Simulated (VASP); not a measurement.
# GaP (I-4m2) in VASP: further runs, part 2 of 2

VASP 6.6.1. The steps go on from the part before.

## (3) Single point, PBEsol, non-collinear spin, zero start, spin-orbit coupling (film at in-plane strain +0.005)

Contents of INCAR:

```
SYSTEM = GaP
PREC = Accurate ; ENCUT = 520
EDIFF = 1E-7 ; ISMEAR = 0
SIGMA = 0.01 ; LREAL = .False.
LASPH = .True. ; NELM = 150
ALGO = Normal ; ISIF = 2
LWAVE = .False. ; LCHARG = .False.
MAGMOM = 0 0 0 0 0 0 ; LORBIT = 11
LSORBIT = .True. ; GGA_COMPAT = .False.
LORBMOM = .True. ; GGA = PS
NBANDS = 30
```

Contents of KPOINTS:

```
Automatic mesh
0
Gamma
  8 8 8
  0 0 0
```

Contents of POSCAR:

```
GaP
1.0
    2.7328604416      2.7328604416      0.0000000000
   -2.7328604416      2.7328604416      0.0000000000
    0.0000000000      2.7328604416      2.7079361534
Ga P
1 1
Direct
    0.0000000000      0.0000000000      0.0000000000
    0.7500000000      0.2500000000      0.5000000000
```

Potentials or basis: VASP PAW PBE potentials, release 64 (Ga_d, P).

On the command line:

```
cat potpaw_PBE.64/Ga_d/POTCAR potpaw_PBE.64/P/POTCAR > POTCAR
mpirun -np 1 vasp_ncl > vasp.out
```

OUTCAR:

```text
SYSTEM = GaP
   PREC = Accurate
   ENCUT = 520
   EDIFF = 1E-7
   ISMEAR = 0
   LREAL = .False.
   LASPH = .True.
   NELM = 150
   ISIF = 2
   LORBIT = 11
   LSORBIT = .True.
   GGA = PS

 ion  position               nearest neighbor table
   1  0.000  0.000  0.000-   2 2.36   2 2.36   2 2.36   2 2.36
   2  0.750  0.250  0.500-   1 2.36   1 2.36   1 2.36   1 2.36

  LATTYP: Found a body centered tetragonal cell.
 ALAT       =     3.8648483006
 C/A-ratio  =     1.4013156237

  Lattice vectors:

 A1 = (   2.7328604416,   0.0000000000,  -2.7079361534)
 A2 = (  -2.7328604416,   0.0000000000,  -2.7079361534)
 A3 = (   0.0000000000,   2.7328604416,   2.7079361534)

Analysis of symmetry for initial positions (statically):
=====================================================================
 Subroutine PRICEL returns:
 Original cell was already a primitive cell.

 Routine SETGRP: Setting up the symmetry group for a
 body centered tetragonal supercell.

[... 1059 lines left out ...]
     0.0000000     0.0000000     0.0000000     0.0000000     0.0000000     0.0000000     0.0000000
     0.0000000     0.0000000     0.0000000     0.0000000     0.0000000     0.0000000     0.0000000
     0.0000000     0.0000000     0.0000000     0.0000000     0.0000000     0.0000000     0.0000000
     0.0000000     0.0000000     0.0000000     0.0000000     0.0000000     0.0000000     0.0000000
     0.0000000     0.0000000     0.0000000     0.0000000     0.0000000     0.0000000     0.0000000
     0.0000000     0.0000000     0.0000000     0.0000000     0.0000000     0.0000000     0.0000000

 Ion:    2  E_soc:     -0.0008916
 l=   1
     0.0000000    -0.0001489    -0.0001481
    -0.0001489     0.0000000    -0.0001489
    -0.0001481    -0.0001489     0.0000000
 l=   2
     0.0000000     0.0000000     0.0000000     0.0000000     0.0000000
     0.0000000     0.0000000     0.0000000     0.0000000     0.0000000
     0.0000000     0.0000000     0.0000000     0.0000000     0.0000000
     0.0000000     0.0000000     0.0000000     0.0000000     0.0000000
     0.0000000     0.0000000     0.0000000     0.0000000     0.0000000
 l=   3
     0.0000000     0.0000000     0.0000000     0.0000000     0.0000000     0.0000000     0.0000000
     0.0000000     0.0000000     0.0000000     0.0000000     0.0000000     0.0000000     0.0000000
     0.0000000     0.0000000     0.0000000     0.0000000     0.0000000     0.0000000     0.0000000
     0.0000000     0.0000000     0.0000000     0.0000000     0.0000000     0.0000000     0.0000000
     0.0000000     0.0000000     0.0000000     0.0000000     0.0000000     0.0000000     0.0000000
     0.0000000     0.0000000     0.0000000     0.0000000     0.0000000     0.0000000     0.0000000
     0.0000000     0.0000000     0.0000000     0.0000000     0.0000000     0.0000000     0.0000000

 total charge

# of ion       s       p       d       tot
------------------------------------------
    1        0.864   0.854  10.012  11.730
    2        1.018   1.508   0.000   2.526
--------------------------------------------------
tot          1.882   2.363  10.012  14.256

 magnetization (x)

# of ion       s       p       d       tot
------------------------------------------
    1       -0.000   0.000   0.000   0.000
    2        0.000   0.000   0.000   0.000
--------------------------------------------------
tot         -0.000   0.000   0.000   0.000

 magnetization (y)

# of ion       s       p       d       tot
------------------------------------------
    1        0.000   0.000   0.000   0.000
    2        0.000   0.000   0.000   0.000
--------------------------------------------------
tot          0.000   0.000   0.000   0.000

 magnetization (z)

# of ion       s       p       d       tot
------------------------------------------
    1       -0.000   0.000   0.000  -0.000
    2       -0.000  -0.000   0.000  -0.000
--------------------------------------------------
tot         -0.000  -0.000   0.000  -0.000
```

OSZICAR:

```text
N       E                     dE             d eps       ncg     rms          rms(c)
DAV:   1     0.128622104761E+03    0.12862E+03   -0.83038E+03  5888   0.176E+03
DAV:   2     0.683939856374E+01   -0.12178E+03   -0.11484E+03  5496   0.443E+02
DAV:   3    -0.961180664354E+01   -0.16451E+02   -0.16222E+02  6114   0.116E+02
DAV:   4    -0.101968012304E+02   -0.58499E+00   -0.58356E+00  6360   0.232E+01
DAV:   5    -0.102106450169E+02   -0.13844E-01   -0.13840E-01  6350   0.339E+00    0.416E+00
DAV:   6    -0.996472725104E+01    0.24592E+00   -0.31015E-01  7978   0.122E+01    0.249E+00
DAV:   7    -0.992883919257E+01    0.35888E-01   -0.13140E-01  6656   0.286E+00    0.101E+00
DAV:   8    -0.992650466756E+01    0.23345E-02   -0.21540E-02  6932   0.236E+00    0.246E-01
DAV:   9    -0.992636437219E+01    0.14030E-03   -0.22652E-03  7516   0.979E-01    0.120E-01
DAV:  10    -0.992642843025E+01   -0.64058E-04   -0.32768E-04  7796   0.204E-01    0.310E-02
DAV:  11    -0.992644982865E+01   -0.21398E-04   -0.72922E-05  6958   0.147E-01    0.119E-02
DAV:  12    -0.992645931320E+01   -0.94846E-05   -0.14935E-05  5698   0.282E-02    0.776E-03
DAV:  13    -0.992645929992E+01    0.13280E-07   -0.39189E-07  7002   0.505E-03
   1 F= -.99264593E+01 E0= -.99264593E+01  d E =-.831416E-17  mag=    -0.0000    -0.0000     0.0000
```

Wall time 6.1 min (1 thread of Intel Xeon 8259CL, shared host); peak memory 0.37 GiB.

Results:

* Free energy: -9.9265 eV
* Pressure: -0.7 GPa
* Net moment: 0.00 μB per cell
* Valence electrons inside the program's atomic spheres: Ga 11.73; P 2.53

Moments on the atoms (μB; x, y, z):
```
Ga  0.00 0.00 0.00
P   0.00 0.00 0.00
```

Caveat: the cell differs from its parent crystal (film at in-plane strain +0.005); the PAW data sets were made with another functional, which shifts forces and pressure a little.

## (4) Single point, PBEsol, non-collinear spin, zero start, spin-orbit coupling (film at in-plane strain +0.01)

Contents of INCAR:

```
  ALGO = Normal
  EDIFF = 1E-6
  ENCUT = 520
  GGA = PS
  GGA_COMPAT = F
  ISIF = 2
  ISMEAR = 0
  LASPH = T
  LCHARG = T
  LORBIT = 11
  LORBMOM = T
  LREAL = F
  LSORBIT = T
  LVHAR = T
  LWAVE = F
  MAGMOM = 0 0 0 0 0 0
  NBANDS = 30
  NELM = 150
  PREC = Accurate
  SIGMA = 0.01
```

Contents of KPOINTS:

```
k-points
0
Gamma
  8 8 8
```

Contents of POSCAR:

```
GaP
1.0
    2.7464567622      2.7464567622      0.0000000000
   -2.7464567622      2.7464567622      0.0000000000
    0.0000000000      2.7464567622      2.6947790970
Ga P
1 1
Direct
    0.0000000000      0.0000000000      0.0000000000
    0.7500000000      0.2500000000      0.5000000000
```

On the command line:

```
cat potpaw_PBE.64/Ga_d/POTCAR potpaw_PBE.64/P/POTCAR > POTCAR
mpirun -np 1 vasp_ncl > vasp.out
```

Wall time 7.8 min (1 thread of Intel Xeon 8259CL, shared host); peak memory 0.37 GiB.

It converged, with:

* Free energy: -9.9238 eV
* Pressure: -1.1 GPa
* Net moment: 0.00 μB per cell
* Valence electrons inside the program's atomic spheres: Ga 11.72; P 2.52

Stress tensor (GPa, compression positive):
```
-1.55  0.00  0.00
 0.00 -1.55  0.00
 0.00  0.00 -0.18
```

Moments on the atoms (μB; x, y, z):
```
Ga  0.00 0.00 0.00
P   0.00 0.00 0.00
```

Caveat: the cell differs from its parent crystal (film at in-plane strain +0.01); the PAW data sets were made with another functional, which shifts forces and pressure a little.

## (5) The runs side by side

| cell | pressure (GPa) | moment (μB) |
| --- | --- | --- |
| a = 3.826, b = 3.826, c = 3.844 Å, angles 60.2, 60.2, 90.0°, 2 atoms | 0.3 | 0.00 |
| a = 3.865, b = 3.865, c = 3.847 Å, angles 59.8, 59.8, 90.0°, 2 atoms | -0.7 | 0.00 |
| a = 3.884, b = 3.884, c = 3.848 Å, angles 59.7, 59.7, 90.0°, 2 atoms | -1.1 | 0.00 |

Alike in all rows: task single point; level PBEsol; potentials or basis VASP PAW PBE potentials, release 64 (Ga_d, P); spin non-collinear, zero start, SOC; k mesh 8 × 8 × 8; cutoff (eV) 520; smearing gaussian 0.01 eV.

Caveats: the PAW data sets were made with another functional, which shifts forces and pressure a little.

Absolute energies hang on the potentials; compare differences alone.
